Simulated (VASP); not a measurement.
# Cu (Fm-3m) in VASP: a series of runs

Cu is run at these levels: RPBE; tasks: single point.

Everything below comes from runs of VASP 6.6.1. Logs are shortened: lines on timing, memory, paths and dates and some standing lists are left out, and cuts for length are marked.

### 1 The cell of the first run

The structure is cubic, space group Fm-3m (No. 225). Conventional cell: a = 3.623 Å, b = 3.623 Å, c = 3.623 Å, α = 90.00°, β = 90.00°, γ = 90.00°. Within 3.4 Å of Cu (site symmetry m-3m) lie 12 Cu at 2.56 Å.

### 2 Single point, RPBE (11.89 Å³/atom)

The input, INCAR:

```
PREC = Accurate
ENCUT = 520
EDIFF = 1E-6
ISMEAR = -1
SIGMA = 0.1
LREAL = False
LASPH = True
NELM = 60
ALGO = Normal
ISIF = 2
LWAVE = False
LCHARG = False
GGA = RP
NBANDS = 12
```

The input, KPOINTS:

```
Automatic mesh
0
Gamma
  24 24 24
```

The input, POSCAR:

```
Cu
1.0
    0.0000000000      1.8114512743      1.8114512743
    1.8114512743      0.0000000000      1.8114512743
    1.8114512743      1.8114512743      0.0000000000
Cu
1
Direct
    0.0000000000      0.0000000000      0.0000000000
```

Potentials or basis: VASP PAW PBE potentials, release 64 (Cu).

Started as:

```bash
$ cat potpaw_PBE.64/Cu/POTCAR > POTCAR
$ mpirun -np 1 vasp_std > vasp.out
```

OUTCAR:

```text
PREC = Accurate
   ENCUT = 520
   EDIFF = 1E-6
   ISMEAR = -1
   LREAL = False
   LASPH = True
   NELM = 60
   ISIF = 2
   GGA = RP

 ion  position               nearest neighbor table
   1  0.000  0.000  0.000-

  LATTYP: Found a face centered cubic cell.
 ALAT       =     3.6229025486

  Lattice vectors:

 A1 = (   0.0000000000,   1.8114512743,   1.8114512743)
 A2 = (   1.8114512743,   0.0000000000,   1.8114512743)
 A3 = (   1.8114512743,   1.8114512743,   0.0000000000)

Analysis of symmetry for initial positions (statically):
=====================================================================
 Subroutine PRICEL returns:
 Original cell was already a primitive cell.

 Routine SETGRP: Setting up the symmetry group for a
 face centered cubic supercell.

 Subroutine GETGRP returns: Found 48 space group operations
 (whereof 48 operations were pure point group operations)
 out of a pool of 48 trial point group operations.

The static configuration has the point symmetry O_h .

Analysis of symmetry for dynamics (positions and initial velocities):
=====================================================================
 Subroutine PRICEL returns:
 Original cell was already a primitive cell.

 Routine SETGRP: Setting up the symmetry group for a
 face centered cubic supercell.

 Subroutine GETGRP returns: Found 48 space group operations
 (whereof 48 operations were pure point group operations)
 out of a pool of 48 trial point group operations.

The dynamic configuration has the point symmetry O_h .

 Subroutine INISYM returns: Found 48 space group operations
 (whereof 48 operations are pure point group operations),
 and found     1 'primitive' translations

----------------------------------------------------------------------------------------

                                     Primitive cell

  volume of cell :      11.8880

  direct lattice vectors                    reciprocal lattice vectors
     0.000000000  1.811451274  1.811451274    -0.276021777  0.276021777  0.276021777
     1.811451274  0.000000000  1.811451274     0.276021777 -0.276021777  0.276021777
     1.811451274  1.811451274  0.000000000     0.276021777  0.276021777 -0.276021777

  length of vectors
     2.561778960  2.561778960  2.561778960     0.478083742  0.478083742  0.478083742

[... 76 lines left out ...]
   ENCUT  =  520.0 eV  38.22 Ry    6.18 a.u.   4.76  4.76  4.76*2*pi/ulx,y,z
   NELM   =     60;   NELMIN=  2; NELMDL= -5     # of ELM steps
   EDIFF  = 0.1E-05   stopping-criterion for ELM
   LREAL  =      F    real-space projection
   EDIFFG = 0.1E-04   stopping-criterion for IOM
   NSW    =      0    number of steps for IOM
   IBRION =     -1    ionic relax: 0-MD 1-quasi-New 2-CG
   NFREE  =      0    steps in history (QN), initial steepest desc. (CG)
   ISIF   =      2    stress and relaxation
   ISYM   =      2    0-nonsym 1-usesym 2-fastsym
   POTIM  = 0.5000    time-step for ionic-motion
   TEBEG  =    0.0;   TEEND  =   0.0 temperature during run
   PSTRESS=    0.0 pullay stress
   NELECT =      11.0000    total number of electrons
   NUPDOWN=      -1.0000    fix difference up-down
   EMIN   =  10.00;   EMAX   =-10.00  energy-range for DOS
   EFERMI =   0.00;   METHOD = LEGACY
   ISMEAR =    -1;   SIGMA  =   0.10  broadening in eV -4-tet -1-fermi 0-gaus
   EFERMI_NEDOS =   21; number of points for ismear=-14 and -15
   IALGO  =     38    algorithm
   IMIX   =      4    mixing-type and parameters
     AMIX     =   0.40;   BMIX     =  1.00
     AMIX_MAG =   1.60;   BMIX_MAG =  1.00
  volume/ion in A,a.u.               =      11.89        80.22
  Fermi-wavevector in a.u.,A,eV,Ry     =   1.595276  3.014634 34.625527  2.544904
  Thomas-Fermi vector in A             =   2.693220
   LORBIT       =      0    0 simple, 1 ext, 2 COOP (PROOUT), +10 PAW based schemes
   GGA     = RP    functional components
   LHFCALC =     F    Hartree Fock is set to
   AEXX    =    0.0000 exact exchange contribution
   IVDW    =     0    specifies the selected vdW correction
   LEPSILON=     F    determine dielectric tensor
   LRPA    =     F    only Hartree local field effects (RPA)
 non-spin polarized calculation
  energy-cutoff  :      520.00
  volume of cell :       11.89
 maximum number of plane-waves:       332
   NGX =  9   NGY =  9   NGZ =  9

 number of electron      10.9999999 magnetization

 Free energy of the ion-electron system (eV)
  ---------------------------------------------------
  ext. energy  EPLUGINS =         0.00000000
  ---------------------------------------------------
  free energy    TOTEN  =        -3.24992458 eV

  energy without entropy =       -3.24075686  energy(sigma->0) =       -3.24534072

 E-fermi :   7.6795     XC(G=0): -12.5516

 val. band max:        7.6656915953   @ k =   0.5000   0.1667   0.0417
 cond. band min:       7.7177105059   @ k =   0.5000   0.2500   0.0833
 fundamental gap:      0.0520189106
 Fermi energy:         7.6794618606

 k-point     1 :       0.0000    0.0000    0.0000
  band No.  band energies     occupation
      1      -1.6323      2.00000
      2       4.6563      2.00000
      3       4.6563      2.00000
      4       4.6563      2.00000
      5       5.4664      2.00000
      6       5.4664      2.00000
      7      30.1442      0.00000
      8      32.8326      0.00000
      9      32.8327      0.00000
     10      32.8327      0.00000
     11      35.2863      0.00000
     12      35.2863      0.00000
[... 331 lines left out ...]
 k-point    24 :       0.4583    0.0417    0.0000
  band No.  band energies     occupation
      1       2.5967      2.00000
      2       4.6128      2.00000
      3       4.6591      2.00000
      4       5.6276      2.00000
      5       6.0159      2.00000
      6       6.5404      1.99998
      7      12.2310      0.00000
      8      28.3080      0.00000
      9      28.8725      0.00000
     10      29.4910      0.00000
     11      33.3244      0.00000
     12      33.6832      0.00000

 [... further k-points ...]
[... 5 lines left out ...]
  --------------------------------------------------------------------------------------
  -------------------------------------------------------------------------------------
  Total        0.4645366      0.4645366      0.4645366     -0.0000000      0.0000000      0.0000000
  in kB       62.6066654     62.6066654     62.6066654     -0.0000000      0.0000000      0.0000000
  external PRESSURE =      62.6066654 kB  Pullay stress =       0.0000000 kB

 VOLUME and BASIS-vectors are now :
 -----------------------------------------------------------------------------
  energy-cutoff  :      520.00
  volume of cell :       11.89
      direct lattice vectors                 reciprocal lattice vectors
     0.000000000  1.811451274  1.811451274    -0.276021777  0.276021777  0.276021777
     1.811451274  0.000000000  1.811451274     0.276021777 -0.276021777  0.276021777
     1.811451274  1.811451274  0.000000000     0.276021777  0.276021777 -0.276021777

 POSITION                                       TOTAL-FORCE (eV/Angst)
 -----------------------------------------------------------------------------------
      0.00000      0.00000      0.00000         0.000000      0.000000      0.000000
 -----------------------------------------------------------------------------------
    total drift:                                0.000000     -0.000000      0.000000

  FREE ENERGIE OF THE ION-ELECTRON SYSTEM (eV)
  ---------------------------------------------------
  free  energy   TOTEN  =        -3.2499245768 eV

  energy  without entropy=       -3.2407568602  energy(sigma->0) =       -3.24534072
```

OSZICAR:

```text
N       E                     dE             d eps       ncg     rms          rms(c)
DAV:   1     0.431703275958E+02    0.43170E+02   -0.54318E+03 11100   0.154E+03
DAV:   2    -0.271579332063E+01   -0.45886E+02   -0.42330E+02 10204   0.204E+02
DAV:   3    -0.404675663488E+01   -0.13310E+01   -0.13230E+01 11600   0.400E+01
DAV:   4    -0.405503988985E+01   -0.82833E-02   -0.82820E-02 11308   0.278E+00
DAV:   5    -0.405511775944E+01   -0.77870E-04   -0.77869E-04 11740   0.274E-01    0.730E+00
DAV:   6    -0.358391593149E+01    0.47120E+00   -0.12889E+01 11868   0.678E+01    0.368E+00
DAV:   7    -0.326112704743E+01    0.32279E+00   -0.20558E+00 11844   0.269E+01    0.610E-01
DAV:   8    -0.325114723421E+01    0.99798E-02   -0.39984E-03 11068   0.699E-01    0.266E-01
DAV:   9    -0.324993056686E+01    0.12167E-02   -0.82891E-03 12668   0.160E+00    0.358E-02
DAV:  10    -0.324992733396E+01    0.32329E-05   -0.47247E-05 14348   0.114E-01    0.983E-03
DAV:  11    -0.324992444223E+01    0.28917E-05   -0.16187E-06 10352   0.208E-02    0.303E-04
DAV:  12    -0.324992457678E+01   -0.13455E-06   -0.78173E-08  5856   0.280E-03
   1 F= -.32499246E+01 E0= -.32453407E+01  d E =-.916772E-02
```

stdout:

```text
POSCAR found type information on POSCAR Cu
 POSCAR found :  1 types and       1 ions
 scaLAPACK will be used
 -----------------------------------------------------------------------------
|                                                                             |
|                                                                             |
|     You enforced a specific xc type in the INCAR file but a different       |
|     I HOPE YOU KNOW WHAT YOU ARE DOING!                                     |
|                                                                             |
 -----------------------------------------------------------------------------

 LDA part: xc-table for (Slater+PW92), standard interpolation
 POSCAR, INCAR and KPOINTS ok, starting setup
 FFT: planning ... GRIDC
 FFT: planning ... GRID_SOFT
 FFT: planning ... GRID
 WAVECAR not read
 entering main loop
```

Run time: 51 s. Hardware: 1 thread of Intel Xeon 8259CL, shared host; peak memory 0.17 GiB.

What came out:

```
Free energy            : -3.2499 eV
Pressure               : 6.3 GPa
Band gap on the k mesh : zero (an odd number of electrons rules out a gap without spin polarisation)
```

Caveat: the cell stands under pressure; the PAW data sets were made with another functional, which shifts forces and pressure a little.

### 3 Single point, RPBE

This run uses another cell than the first one, of 12.38 Å³/atom.

The input, INCAR:

```
SYSTEM = Cu
ALGO = Normal ; EDIFF = 1E-6
ENCUT = 520 ; GGA = RP
ISIF = 2 ; ISMEAR = -1
LASPH = .TRUE. ; LCHARG = .FALSE.
LREAL = .FALSE. ; LWAVE = .FALSE.
NBANDS = 12 ; NELM = 60
PREC = Accurate ; SIGMA = 0.1
```

The input, KPOINTS:

```
k-points
0
G
  24 24 24
  0 0 0
```

The input, POSCAR:

```
Cu
1.0
    0.0000000000      1.8362687592      1.8362687592
    1.8362687592      0.0000000000      1.8362687592
    1.8362687592      1.8362687592      0.0000000000
Cu
1
Direct
    0.0000000000      0.0000000000      0.0000000000
```

Potentials or basis: VASP PAW PBE potentials, release 64 (Cu).

Started as:

```bash
$ cat potpaw_PBE.64/Cu/POTCAR > POTCAR
$ mpirun -np 1 vasp_std > vasp.out
```

Wall time 64 s (1 thread of Intel Xeon 8259CL, shared host); peak memory 0.17 GiB.

Results (log left out):

```
Free energy            : -3.2605 eV
Pressure               : 0.6 GPa
Band gap on the k mesh : zero (an odd number of electrons rules out a gap without spin polarisation)
```

Levels at points of the mesh, in eV from the Fermi level:
| k point | band 2 | band 3 | band 4 | band 5 | band 6 | band 7 | band 8 | band 9 | band 10 | band 11 |
| --- | --- | --- | --- | --- | --- | --- | --- | --- | --- | --- |
| (0.00, 0.00, 0.00) | -2.90 | -2.90 | -2.90 | -2.14 | -2.14 | 22.14 | 24.52 | 24.52 | 24.52 | 26.94 |
| (0.50, 0.00, 0.00) | -2.93 | -2.93 | -1.61 | -1.61 | -0.89 | 3.53 | 20.65 | 21.40 | 21.40 | 24.37 |
| (0.50, 0.50, 0.00) | -4.19 | -1.63 | -1.48 | -1.48 | 1.52 | 6.79 | 12.74 | 12.74 | 17.04 | 19.50 |

Caveat: the PAW data sets were made with another functional, which shifts forces and pressure a little.

### 4 Single point, RPBE (12.88 Å³/atom)

This run uses another cell than the first one, of 12.88 Å³/atom.

The input, INCAR:

```
PREC = Accurate
ENCUT = 520
EDIFF = 1E-6
ISMEAR = -1
SIGMA = 0.1
LREAL = F
LASPH = T
NELM = 60
ALGO = Normal
ISIF = 2
LWAVE = F
LCHARG = F
GGA = RP
NBANDS = 12
```

The input, KPOINTS:

```
Automatic mesh
0
Gamma
  24 24 24
```

The input, POSCAR:

```
Cu
1.0
    0.0000000000      1.8604329614      1.8604329614
    1.8604329614      0.0000000000      1.8604329614
    1.8604329614      1.8604329614      0.0000000000
Cu
1
Direct
    0.0000000000      0.0000000000      0.0000000000
```

Potentials or basis: VASP PAW PBE potentials, release 64 (Cu).

Started as:

```bash
$ cat potpaw_PBE.64/Cu/POTCAR > POTCAR
$ mpirun -np 1 vasp_std > vasp.out
```

OUTCAR:

```text
PREC = Accurate
   ENCUT = 520
   EDIFF = 1E-6
   ISMEAR = -1
   LREAL = F
   LASPH = T
   NELM = 60
   ISIF = 2
   GGA = RP

 ion  position               nearest neighbor table
   1  0.000  0.000  0.000-

  LATTYP: Found a face centered cubic cell.
 ALAT       =     3.7208659228

  Lattice vectors:

 A1 = (   0.0000000000,   1.8604329614,   1.8604329614)
 A2 = (   1.8604329614,   0.0000000000,   1.8604329614)
 A3 = (   1.8604329614,   1.8604329614,   0.0000000000)

Analysis of symmetry for initial positions (statically):
=====================================================================
 Subroutine PRICEL returns:
 Original cell was already a primitive cell.

 Routine SETGRP: Setting up the symmetry group for a
 face centered cubic supercell.

 Subroutine GETGRP returns: Found 48 space group operations
 (whereof 48 operations were pure point group operations)
 out of a pool of 48 trial point group operations.

The static configuration has the point symmetry O_h .

Analysis of symmetry for dynamics (positions and initial velocities):
[... 160 lines left out ...]
 fundamental gap:      0.0140040430
 Fermi energy:         6.7325731047

 k-point     1 :       0.0000    0.0000    0.0000
  band No.  band energies     occupation
      1      -1.9848      2.00000
      2       3.9456      2.00000
      3       3.9456      2.00000
      4       3.9456      2.00000
      5       4.6604      2.00000
      6       4.6604      2.00000
      7      28.5537      0.00000
      8      30.6438      0.00000
      9      30.6438      0.00000
     10      30.6438      0.00000
     11      33.0555      0.00000
     12      33.0555      0.00000
[... 331 lines left out ...]
 k-point    24 :       0.4583    0.0417    0.0000
  band No.  band energies     occupation
      1       2.0787      2.00000
      2       3.9097      2.00000
      3       3.9499      2.00000
      4       4.8464      2.00000
      5       5.1468      2.00000
      6       5.7276      1.99991
      7      10.9104      0.00000
      8      26.7110      0.00000
      9      26.7985      0.00000
     10      27.3565      0.00000
     11      31.2677      0.00000
     12      31.5406      0.00000

 [... further k-points ...]
[... 5 lines left out ...]
  --------------------------------------------------------------------------------------
  -------------------------------------------------------------------------------------
  Total       -0.3069156     -0.3069156     -0.3069156      0.0000000      0.0000000      0.0000000
  in kB      -38.1818902    -38.1818902    -38.1818902      0.0000000      0.0000000      0.0000000
  external PRESSURE =     -38.1818902 kB  Pullay stress =       0.0000000 kB

 VOLUME and BASIS-vectors are now :
 -----------------------------------------------------------------------------
  energy-cutoff  :      520.00
  volume of cell :       12.88
      direct lattice vectors                 reciprocal lattice vectors
     0.000000000  1.860432961  1.860432961    -0.268754645  0.268754645  0.268754645
     1.860432961  0.000000000  1.860432961     0.268754645 -0.268754645  0.268754645
     1.860432961  1.860432961  0.000000000     0.268754645  0.268754645 -0.268754645

 POSITION                                       TOTAL-FORCE (eV/Angst)
 -----------------------------------------------------------------------------------
      0.00000      0.00000      0.00000         0.000000      0.000000      0.000000
 -----------------------------------------------------------------------------------
    total drift:                                0.000000     -0.000000      0.000000

  FREE ENERGIE OF THE ION-ELECTRON SYSTEM (eV)
  ---------------------------------------------------
  free  energy   TOTEN  =        -3.2556416920 eV

  energy  without entropy=       -3.2461055923  energy(sigma->0) =       -3.25087364
```

stdout:

```text
POSCAR found type information on POSCAR Cu
 POSCAR found :  1 types and       1 ions
 scaLAPACK will be used
 -----------------------------------------------------------------------------
|                                                                             |
|                                                                             |
|     You enforced a specific xc type in the INCAR file but a different       |
|     I HOPE YOU KNOW WHAT YOU ARE DOING!                                     |
|                                                                             |
 -----------------------------------------------------------------------------

 LDA part: xc-table for (Slater+PW92), standard interpolation
 POSCAR, INCAR and KPOINTS ok, starting setup
 FFT: planning ... GRIDC
 FFT: planning ... GRID_SOFT
 FFT: planning ... GRID
 WAVECAR not read
 entering main loop
```

Wall time 60 s (1 thread of Intel Xeon 8259CL, shared host); peak memory 0.17 GiB.

Results:

| Quantity | Value |
| --- | --- |
| Free energy | -3.2556 eV |
| Pressure | -3.8 GPa |
| Band gap on the k mesh | zero (an odd number of electrons rules out a gap without spin polarisation) |

Caveat: the cell stands under tension; the PAW data sets were made with another functional, which shifts forces and pressure a little.

### 5 Single point, RPBE (13.37 Å³/atom)

This run uses another cell than the first one, of 13.37 Å³/atom.

The input, INCAR:

```
SYSTEM = Cu
ALGO     = Normal         ! electronic algorithm
EDIFF    = 1E-7           ! SCF threshold, eV
ENCUT    = 520            ! plane-wave cutoff, eV
GGA      = RP             ! functional
ISIF     = 2              ! what is computed and relaxed
ISMEAR   = -1             ! smearing method
LASPH    = .True.         ! aspherical terms in the spheres
LCHARG   = .False.        ! write CHGCAR
LREAL    = .False.        ! projectors in reciprocal space
LWAVE    = .False.        ! write WAVECAR
NBANDS   = 12             ! bands
NELM     = 100            ! most SCF steps
PREC     = Accurate       ! precision mode
SIGMA    = 0.1            ! smearing width, eV
```

The input, KPOINTS:

```
k-points
0
Gamma
  24 24 24
  0 0 0
```

The input, POSCAR:

```
Cu
1.0
    0.0000000000      1.8839852460      1.8839852460
    1.8839852460      0.0000000000      1.8839852460
    1.8839852460      1.8839852460      0.0000000000
Cu
1
Direct
    0.0000000000      0.0000000000      0.0000000000
```

Started as:

```bash
$ cat potpaw_PBE.64/Cu/POTCAR > POTCAR
$ mpirun -np 1 vasp_std > vasp.out
```

It took 52 s on 1 thread of Intel Xeon 8259CL, shared host; peak memory 0.17 GiB.

The run converged. Its results:

* Free energy: -3.2386 eV
* Pressure: -7.3 GPa
* Band gap on the k mesh: zero (an odd number of electrons rules out a gap without spin polarisation)

Levels at points of the mesh, in eV from the Fermi level:
| k point | band 4 | band 5 | band 6 | band 7 | band 8 | band 9 |
| --- | --- | --- | --- | --- | --- | --- |
| (0.00, 0.00, 0.00) | -2.69 | -2.01 | -2.01 | 21.51 | 23.33 | 23.33 |
| (0.50, 0.00, 0.00) | -1.54 | -1.54 | -0.68 | 3.18 | 20.06 | 20.26 |
| (0.50, 0.50, 0.00) | -1.42 | -1.42 | 1.58 | 6.29 | 12.17 | 12.17 |

Caveat: the cell stands under tension; the PAW data sets were made with another functional, which shifts forces and pressure a little.

### 6 Overview

| cell | gap on the mesh (eV) | pressure (GPa) |
| --- | --- | --- |
| a = 2.562 Å, angles 60.0°, 1 atom | none | 6.3 |
| a = 2.597 Å, angles 60.0°, 1 atom | none | 0.6 |
| a = 2.631 Å, angles 60.0°, 1 atom | none | -3.8 |
| a = 2.664 Å, angles 60.0°, 1 atom | none | -7.3 |

Alike in all rows: task single point; level RPBE; potentials or basis VASP PAW PBE potentials, release 64 (Cu); no spin polarisation; k mesh 24 × 24 × 24; cutoff (eV) 520; smearing fermi-dirac 0.1 eV.

Caveats: the PAW data sets were made with another functional, which shifts forces and pressure a little; the cell stands under tension (at least some runs); the cell stands under pressure (at least some runs).

Total energies depend on the potentials used, so only differences within one code and one set of settings carry meaning.
